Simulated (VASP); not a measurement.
# Si4Ru (P-43m) in VASP: single point with PBE

Aim: the single point of Si4Ru with PBE.

Everything below comes from runs of VASP 6.6.1. Logs are shortened: lines on timing, memory, paths and dates and some standing lists are left out, and cuts for length are marked.

### Step 1. The cell of the first run

The structure is cubic, space group P-43m (No. 215). Conventional cell: a = 4.430 Å, b = 4.430 Å, c = 4.430 Å, α = 90.00°, β = 90.00°, γ = 90.00°. Within 3.0 Å of Si (site symmetry 3m) lie 1 Ru at 2.28 Å and 3 Si at 2.54 Å. Within 3.0 Å of Ru (site symmetry -43m) lie 4 Si at 2.28 Å.

The cell was built from a structure type or drawn by symmetry, and may not be a known phase.

### Step 2. Single point, PBE

Input file INCAR:

```
PREC = Accurate ; ENCUT = 500
EDIFF = 1E-6 ; ISMEAR = 0
SIGMA = 0.2 ; LREAL = False
LASPH = True ; NELM = 120
ALGO = Normal ; ISIF = 2
LWAVE = False ; LCHARG = False
GGA = PE ; NBANDS = 23
GGA_COMPAT = False
```

Input file KPOINTS:

```
regular mesh
0
Gamma
  4 4 4
```

Input file POSCAR:

```
Si4Ru
1.0
    4.4297506371      0.0000000000      0.0000000000
    0.0000000000      4.4297506371      0.0000000000
    0.0000000000      0.0000000000      4.4297506371
Si Ru
4 1
Direct
    0.2969857853      0.2969857853      0.2969857853
    0.7030142147      0.7030142147      0.2969857853
    0.2969857853      0.7030142147      0.7030142147
    0.7030142147      0.2969857853      0.7030142147
    0.0000000000      0.0000000000      0.0000000000
```

Potentials or basis: VASP PAW PBE potentials, release 64 (Si, Ru_pv).

Started as:

```bash
$ cat potpaw_PBE.64/Si/POTCAR potpaw_PBE.64/Ru_pv/POTCAR > POTCAR
$ mpirun -np 1 vasp_std > vasp.out
```

OUTCAR:

```text
PREC = Accurate
   ENCUT = 500
   EDIFF = 1E-6
   ISMEAR = 0
   LREAL = False
   LASPH = True
   NELM = 120
   ISIF = 2
   GGA = PE

 ion  position               nearest neighbor table
   1  0.297  0.297  0.297-   5 2.28   3 2.54   4 2.54   2 2.54
   2  0.703  0.703  0.297-   5 2.28   3 2.54   4 2.54   1 2.54
   3  0.297  0.703  0.703-   5 2.28   2 2.54   4 2.54   1 2.54
   4  0.703  0.297  0.703-   5 2.28   2 2.54   3 2.54   1 2.54
   5  0.000  0.000  0.000-   1 2.28   2 2.28   3 2.28   4 2.28

  LATTYP: Found a simple cubic cell.
 ALAT       =     4.4297506371

  Lattice vectors:

 A1 = (   4.4297506371,   0.0000000000,   0.0000000000)
 A2 = (   0.0000000000,   4.4297506371,   0.0000000000)
 A3 = (   0.0000000000,   0.0000000000,   4.4297506371)

Analysis of symmetry for initial positions (statically):
=====================================================================
 Subroutine PRICEL returns:
 Original cell was already a primitive cell.

 Routine SETGRP: Setting up the symmetry group for a
 simple cubic supercell.

 Subroutine GETGRP returns: Found 24 space group operations
 (whereof 24 operations were pure point group operations)
 out of a pool of 48 trial point group operations.

The static configuration has the point symmetry T_d .

Analysis of symmetry for dynamics (positions and initial velocities):
=====================================================================
 Subroutine PRICEL returns:
 Original cell was already a primitive cell.

 Routine SETGRP: Setting up the symmetry group for a
 simple cubic supercell.

 Subroutine GETGRP returns: Found 24 space group operations
 (whereof 24 operations were pure point group operations)
 out of a pool of 48 trial point group operations.

The dynamic configuration has the point symmetry T_d .

 Subroutine INISYM returns: Found 24 space group operations
 (whereof 24 operations are pure point group operations),
 and found     1 'primitive' translations

----------------------------------------------------------------------------------------

                                     Primitive cell

  volume of cell :      86.9236

  direct lattice vectors                    reciprocal lattice vectors
[... 68 lines left out ...]
 SYSTEM =  unknown system
   PREC   = accura    normal or accurate (medium, high low for compatibility)
   ISTART =      0    job   : 0-new  1-cont  2-samecut
   ICHARG =      2    charge: 1-file 2-atom 10-const
   ISPIN  =      1    spin polarized calculation?
   LNONCOLLINEAR =      F non collinear calculations
   LSORBIT =      F    spin-orbit coupling
   LASPH  =      T    aspherical Exc in radial PAW
   ENCUT  =  500.0 eV  36.75 Ry    6.06 a.u.   8.08  8.08  8.08*2*pi/ulx,y,z
   NELM   =    120;   NELMIN=  2; NELMDL= -5     # of ELM steps
   EDIFF  = 0.1E-05   stopping-criterion for ELM
   LREAL  =      F    real-space projection
[... 7 lines left out ...]
   TEBEG  =    0.0;   TEEND  =   0.0 temperature during run
   PSTRESS=    0.0 pullay stress
   NELECT =      30.0000    total number of electrons
   NUPDOWN=      -1.0000    fix difference up-down
   EMIN   =  10.00;   EMAX   =-10.00  energy-range for DOS
   EFERMI =   0.00;   METHOD = LEGACY
   ISMEAR =     0;   SIGMA  =   0.20  broadening in eV -4-tet -1-fermi 0-gaus
   EFERMI_NEDOS =   21; number of points for ismear=-14 and -15
   IALGO  =     38    algorithm
   IMIX   =      4    mixing-type and parameters
     AMIX     =   0.40;   BMIX     =  1.00
     AMIX_MAG =   1.60;   BMIX_MAG =  1.00
  volume/ion in A,a.u.               =      17.38       117.32
  Fermi-wavevector in a.u.,A,eV,Ry     =   1.148337  2.170042 17.941697  1.318678
  Thomas-Fermi vector in A             =   2.285012
   LORBIT       =      0    0 simple, 1 ext, 2 COOP (PROOUT), +10 PAW based schemes
   GGA     = PE    functional components
   LHFCALC =     F    Hartree Fock is set to
   AEXX    =    0.0000 exact exchange contribution
   IVDW    =     0    specifies the selected vdW correction
   LEPSILON=     F    determine dielectric tensor
   LRPA    =     F    only Hartree local field effects (RPA)
 non-spin polarized calculation
 Gauss-broadening in eV      SIGMA  =   0.20
  energy-cutoff  :      500.00
  volume of cell :       86.92
 maximum number of plane-waves:      2272
   NGX = 17   NGY = 17   NGZ = 17

 number of electron      29.9999987 magnetization

 Free energy of the ion-electron system (eV)
  ---------------------------------------------------
  ext. energy  EPLUGINS =         0.00000000
  ---------------------------------------------------
  free energy    TOTEN  =       -28.44697029 eV

  energy without entropy =      -28.38719012  energy(sigma->0) =      -28.41708020

 E-fermi :   7.8422     XC(G=0): -10.7119

 val. band max:        7.8141709167   @ k =   0.5000   0.2500   0.0000
 cond. band min:       7.8701697758   @ k =   0.2500   0.0000   0.0000
 fundamental gap:      0.0559988591
 Fermi energy:         7.8421880927

 k-point     1 :       0.0000    0.0000    0.0000
  band No.  band energies     occupation
      1     -34.2173      2.00000
      2     -34.2173      2.00000
      3     -34.2173      2.00000
      4      -4.5304      2.00000
      5       2.3294      2.00000
      6       2.3294      2.00000
[... 249 lines left out ...]
     22      14.3980      0.00000
     23      14.7897      0.00000

------------------------ aborting loop because EDIFF is reached ----------------------------------------

  FORCE on cell =-STRESS in cart. coord.  units (eV):
  Direction    XX          YY          ZZ          XY          YZ          ZX
  --------------------------------------------------------------------------------------
  -------------------------------------------------------------------------------------
  Total       -0.1935597     -0.1935597     -0.1935597      0.0000000     -0.0000000      0.0000000
  in kB       -3.5676954     -3.5676954     -3.5676954      0.0000000     -0.0000000      0.0000000
  external PRESSURE =      -3.5676954 kB  Pullay stress =       0.0000000 kB

 VOLUME and BASIS-vectors are now :
 -----------------------------------------------------------------------------
  energy-cutoff  :      500.00
  volume of cell :       86.92
      direct lattice vectors                 reciprocal lattice vectors
     4.429750637  0.000000000  0.000000000     0.225746341  0.000000000  0.000000000
     0.000000000  4.429750637  0.000000000     0.000000000  0.225746341  0.000000000
     0.000000000  0.000000000  4.429750637     0.000000000  0.000000000  0.225746341

 POSITION                                       TOTAL-FORCE (eV/Angst)
 -----------------------------------------------------------------------------------
      1.31557      1.31557      1.31557         0.015052      0.015052      0.015052
      3.11418      3.11418      1.31557        -0.015052     -0.015052      0.015052
      1.31557      3.11418      3.11418         0.015052     -0.015052     -0.015052
      3.11418      1.31557      3.11418        -0.015052      0.015052     -0.015052
      0.00000      0.00000      0.00000         0.000000      0.000000     -0.000000
 -----------------------------------------------------------------------------------
    total drift:                               -0.000000     -0.000000      0.000000

  FREE ENERGIE OF THE ION-ELECTRON SYSTEM (eV)
  ---------------------------------------------------
  free  energy   TOTEN  =       -28.4469702910 eV

  energy  without entropy=      -28.3871901184  energy(sigma->0) =      -28.41708020
```

OSZICAR:

```text
N       E                     dE             d eps       ncg     rms          rms(c)
DAV:   1     0.121733514815E+03    0.12173E+03   -0.14535E+04   532   0.112E+03
DAV:   2    -0.239201351383E+02   -0.14565E+03   -0.13702E+03   530   0.242E+02
DAV:   3    -0.288665843496E+02   -0.49464E+01   -0.48076E+01   580   0.395E+01
DAV:   4    -0.289450803559E+02   -0.78496E-01   -0.78409E-01   540   0.526E+00
DAV:   5    -0.289467821935E+02   -0.17018E-02   -0.17017E-02   572   0.723E-01    0.114E+01
DAV:   6    -0.285973873300E+02    0.34939E+00   -0.50650E-01   509   0.546E+00    0.506E+00
DAV:   7    -0.285472482535E+02    0.50139E-01   -0.61334E-01   516   0.512E+00    0.367E+00
DAV:   8    -0.284462844410E+02    0.10096E+00   -0.39913E-01   502   0.479E+00    0.343E-01
DAV:   9    -0.284471222283E+02   -0.83779E-03   -0.14669E-02   544   0.736E-01    0.185E-01
DAV:  10    -0.284469799030E+02    0.14233E-03   -0.71649E-04   537   0.196E-01    0.659E-02
DAV:  11    -0.284469704246E+02    0.94784E-05   -0.75340E-05   552   0.619E-02    0.240E-02
DAV:  12    -0.284469702910E+02    0.13362E-06   -0.66929E-06   544   0.170E-02
   1 F= -.28446970E+02 E0= -.28417080E+02  d E =-.597802E-01
```

It took 7.6 s on 1 thread of AMD EPYC 9R45 (Zen 5), shared host; peak memory 0.15 GiB.

Results:

```yaml
Free_energy: -28.4470 eV
Pressure: -0.4 GPa
Largest_force: 0.026 eV/Å
Band_gap_on_the_k_mesh: zero (bands 15 and 16 overlap by 1.37 eV)
```

Forces in eV/Å, atoms in the order of the input:
```
Si   0.015  0.015  0.015
Si  -0.015 -0.015  0.015
Si   0.015 -0.015 -0.015
Si  -0.015  0.015 -0.015
Ru   0.000  0.000  0.000
```
